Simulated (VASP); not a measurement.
# LaTaO (P4/mmm) in VASP: a series of runs, part 2 of 2

VASP 6.6.1.

## 5. Single point, PBE, collinear spin

INCAR reads:

```
  ALGO = Normal
  EDIFF = 1E-6
  ENCUT = 520
  GGA = PE
  ISIF = 2
  ISMEAR = 0
  ISPIN = 2
  LASPH = True
  LCHARG = False
  LMAXMIX = 6
  LORBIT = 11
  LREAL = False
  LWAVE = False
  MAGMOM = 0 0 1 1 0 0
  NBANDS = 41
  NELM = 150
  PREC = Accurate
  SIGMA = 0.1
```

KPOINTS reads:

```
k-points
0
Gamma
  4 4 2
```

POSCAR reads:

```
LaTaO
1.0
    4.4256873337      0.0000000000      0.0000000000
    0.0000000000      4.4256873337      0.0000000000
    0.0000000000      0.0000000000      8.6242193502
La Ta O
2 2 2
Direct
    0.0000000000      0.5000000000      0.0000000000
    0.5000000000      0.0000000000      0.0000000000
    0.0000000000      0.0000000000      0.6289616237
    0.0000000000      0.0000000000      0.3710383763
    0.0000000000      0.0000000000      0.1440656128
    0.0000000000      0.0000000000      0.8559343872
```

Potentials or basis: VASP PAW PBE potentials, release 64 (La, Ta_pv, O).

Command:

```bash
$ cat potpaw_PBE.64/La/POTCAR potpaw_PBE.64/Ta_pv/POTCAR potpaw_PBE.64/O/POTCAR > POTCAR
$ mpirun -np 1 vasp_std > vasp.out
```

OUTCAR:

```text
EDIFF = 1E-6
   ENCUT = 520
   GGA = PE
   ISIF = 2
   ISMEAR = 0
   ISPIN = 2
   LASPH = True
   LORBIT = 11
   LREAL = False
   NELM = 150
   PREC = Accurate

 ion  position               nearest neighbor table
   1  0.000  0.500  0.000-   5 2.54   6 2.54   5 2.54   6 2.54   2 3.13   2 3.13   2 3.13   2 3.13

   2  0.500  0.000  0.000-   5 2.54   6 2.54   5 2.54   6 2.54   1 3.13   1 3.13   1 3.13   1 3.13

   3  0.000  0.000  0.629-   6 1.96   4 2.22
   4  0.000  0.000  0.371-   5 1.96   3 2.22
   5  0.000  0.000  0.144-   4 1.96   2 2.54   1 2.54   1 2.54   2 2.54
   6  0.000  0.000  0.856-   3 1.96   2 2.54   1 2.54   1 2.54   2 2.54

  LATTYP: Found a simple tetragonal cell.
 ALAT       =     4.4256873337
 C/A-ratio  =     1.9486734376

  Lattice vectors:

 A1 = (   4.4256873337,   0.0000000000,   0.0000000000)
 A2 = (   0.0000000000,   4.4256873337,   0.0000000000)
 A3 = (   0.0000000000,   0.0000000000,   8.6242193502)

Analysis of symmetry for initial positions (statically):
=====================================================================
 Subroutine PRICEL returns:
 Original cell was already a primitive cell.

 Routine SETGRP: Setting up the symmetry group for a
 simple tetragonal supercell.

 Subroutine GETGRP returns: Found 16 space group operations
 (whereof 16 operations were pure point group operations)
 out of a pool of 16 trial point group operations.

The static configuration has the point symmetry D_4h.

Analysis of symmetry for dynamics (positions and initial velocities):
=====================================================================
 Subroutine PRICEL returns:
 Original cell was already a primitive cell.

 Routine SETGRP: Setting up the symmetry group for a
 simple tetragonal supercell.

[... 167 lines left out ...]
 Fermi energy:         4.2033927892

 spin component 1

 k-point     1 :       0.0000    0.0000    0.0000
  band No.  band energies     occupation
      1     -32.3014      1.00000
      2     -30.9406      1.00000
      3     -30.9406      1.00000
      4     -30.5443      1.00000
      5     -30.5443      1.00000
      6     -29.5788      1.00000
[... 505 lines left out ...]
     39       6.0929      0.00000
     40       6.1313      0.00000
 Fermi energy:         4.2033927892

 spin component 2

 k-point     1 :       0.0000    0.0000    0.0000
  band No.  band energies     occupation
      1     -32.3012      1.00000
      2     -30.9399      1.00000
      3     -30.9399      1.00000
      4     -30.5436      1.00000
      5     -30.5436      1.00000
      6     -29.5786      1.00000
[... 505 lines left out ...]
     39       6.0911      0.00000
     40       6.1312      0.00000
 [bands above 40 left out]

------------------------ aborting loop because EDIFF is reached ----------------------------------------

  FORCE on cell =-STRESS in cart. coord.  units (eV):
  Direction    XX          YY          ZZ          XY          YZ          ZX
  --------------------------------------------------------------------------------------
  -------------------------------------------------------------------------------------
  Total        0.0208630      0.0208630      0.4943111      0.0000000      0.0000000     -0.0000000
  in kB        0.1978814      0.1978814      4.6884542      0.0000000      0.0000000     -0.0000000
  external PRESSURE =       1.6947390 kB  Pullay stress =       0.0000000 kB

 VOLUME and BASIS-vectors are now :
 -----------------------------------------------------------------------------
  energy-cutoff  :      520.00
  volume of cell :      168.92
      direct lattice vectors                 reciprocal lattice vectors
     4.425687334  0.000000000  0.000000000     0.225953603  0.000000000  0.000000000
     0.000000000  4.425687334  0.000000000     0.000000000  0.225953603  0.000000000
     0.000000000  0.000000000  8.624219350     0.000000000  0.000000000  0.115952524

 POSITION                                       TOTAL-FORCE (eV/Angst)
 -----------------------------------------------------------------------------------
      0.00000      2.21284      0.00000        -0.000000      0.000000      0.000000
      2.21284      0.00000      0.00000        -0.000000      0.000000      0.000000
      0.00000      0.00000      5.42430         0.000000      0.000000     -0.139454
      0.00000      0.00000      3.19992        -0.000000      0.000000      0.139454
      0.00000      0.00000      1.24245         0.000000      0.000000     -0.130272
      0.00000      0.00000      7.38177        -0.000000     -0.000000      0.130272
 -----------------------------------------------------------------------------------
    total drift:                                0.000000     -0.000000     -0.000000

  FREE ENERGIE OF THE ION-ELECTRON SYSTEM (eV)
  ---------------------------------------------------
  free  energy   TOTEN  =       -43.5274387108 eV

  energy  without entropy=      -43.5061605615  energy(sigma->0) =      -43.51679964

 total charge

# of ion       s       p       d       f       tot
--------------------------------------------------
    1        2.023   5.610   0.928   0.208   8.769
    2        2.023   5.610   0.928   0.208   8.769
    3        0.310   6.046   2.543   0.000   8.900
    4        0.310   6.046   2.543   0.000   8.900
    5        1.569   3.468   0.000   0.000   5.037
    6        1.569   3.468   0.000   0.000   5.037
--------------------------------------------------
tot          7.804  30.248   6.942   0.416  45.411

 magnetization (x)

# of ion       s       p       d       f       tot
--------------------------------------------------
    1       -0.000   0.000  -0.000  -0.000  -0.000
    2       -0.000   0.000  -0.000  -0.000  -0.000
    3        0.000   0.000   0.001   0.000   0.001
    4        0.000   0.000   0.001   0.000   0.001
    5        0.000  -0.000   0.000   0.000  -0.000
    6        0.000  -0.000   0.000   0.000  -0.000
--------------------------------------------------
tot          0.000  -0.000   0.001  -0.000   0.001
```

stdout:

```text
POSCAR found type information on POSCAR LaTaO
 POSCAR found :  3 types and       6 ions
 scaLAPACK will be used
 LDA part: xc-table for (Slater+PW92), standard interpolation
 POSCAR, INCAR and KPOINTS ok, starting setup
 FFT: planning ... GRIDC
 FFT: planning ... GRID_SOFT
 FFT: planning ... GRID
 WAVECAR not read
 entering main loop
```

Run time: 16 min. Hardware: 1 thread of Intel Xeon 8259CL, shared host; peak memory 0.42 GiB.

What came out:

* Free energy: -43.5274 eV
* Pressure: 0.2 GPa
* Largest force: 0.139 eV/Å
* Band gap on the k mesh: zero (filled and empty bands overlap)
* Net moment: 0.00 μB per cell
* Valence electrons inside the program's atomic spheres: La 8.77; Ta 8.90; O 5.04

Forces in eV/Å, atoms in the order of the input:
```
La   0.000  0.000  0.000
La   0.000  0.000  0.000
Ta   0.000  0.000 -0.139
Ta   0.000  0.000  0.139
O    0.000  0.000 -0.130
O    0.000  0.000  0.130
```

Caveat: the k points lie up to 0.36 Å⁻¹ apart, too coarse for converged energies and pressures of a metal; spin-orbit coupling is left out, which moves the levels of the heavy elements.

## 6. Summary

```csv
spin,cell,k mesh,gap on the mesh (eV),pressure (GPa),largest force (eV/Å)
off,"a = 4.426, b = 4.426, c = 8.624 Å, 6 atoms, atomic positions A",4 × 4 × 4,none,0.1,0.11
off,"a = 4.266, b = 4.266, c = 7.009 Å, 6 atoms, atomic positions B",4 × 4 × 4,none,69.1,18.41
off,"a = 4.448, b = 4.448, c = 8.619 Å, 6 atoms, atomic positions C",8 × 8 × 6,none,0.2,0.11
collinear,"a = 4.426, b = 4.426, c = 8.624 Å, 6 atoms, atomic positions A",4 × 4 × 2,none,0.2,0.14
```

Alike in all rows: task single point; level PBE; potentials or basis VASP PAW PBE potentials, release 64 (La, Ta_pv, O); cutoff (eV) 520; smearing gaussian 0.1 eV.

Caveats: some runs use coarse meshes; spin-orbit coupling is left out, which moves the levels of the heavy elements; forces of over 1 eV/Å act on the atoms, so gaps and moduli don't describe the material at rest (at least some runs).

Total energies depend on the potentials used, so only differences within one code and one set of settings carry meaning.
